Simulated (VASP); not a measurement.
A run of VASP 6.6.1 is set up as follows.

INCAR

```
SYSTEM = Sc3Cu2
PREC = Accurate
ENCUT = 520
EDIFF = 1E-6
ISMEAR = 0
SIGMA = 0.1
LREAL = .FALSE.
LASPH = .TRUE.
NELM = 60
ALGO = Normal
ISIF = 2
LWAVE = .FALSE.
LCHARG = .FALSE.
GGA = PE
NBANDS = 36
```

File KPOINTS:

```
Automatic mesh
0
G
  4 4 4
  0 0 0
```

File POSCAR:

```
Sc3Cu2
1.0
    4.5326779200      0.0000000000      0.0000000000
    0.0000000000      4.5326779200      0.0000000000
    0.0000000000      0.0000000000      4.5326779200
Sc Cu
3 2
Direct
    0.5000000000      0.0000000000      0.0000000000
    0.0000000000      0.5000000000      0.0000000000
    0.0000000000      0.0000000000      0.5000000000
    0.5000000000      0.5000000000      0.5000000000
    0.0000000000      0.0000000000      0.0000000000
```

Potentials or basis: VASP PAW PBE potentials, release 64 (Sc_sv, Cu).

Run with:

```console
$ cat potpaw_PBE.64/Sc_sv/POTCAR potpaw_PBE.64/Cu/POTCAR > POTCAR
$ mpirun -np 1 vasp_std > vasp.out
```

Q: What does it give for the pressure?

A: 20.9 GPa.
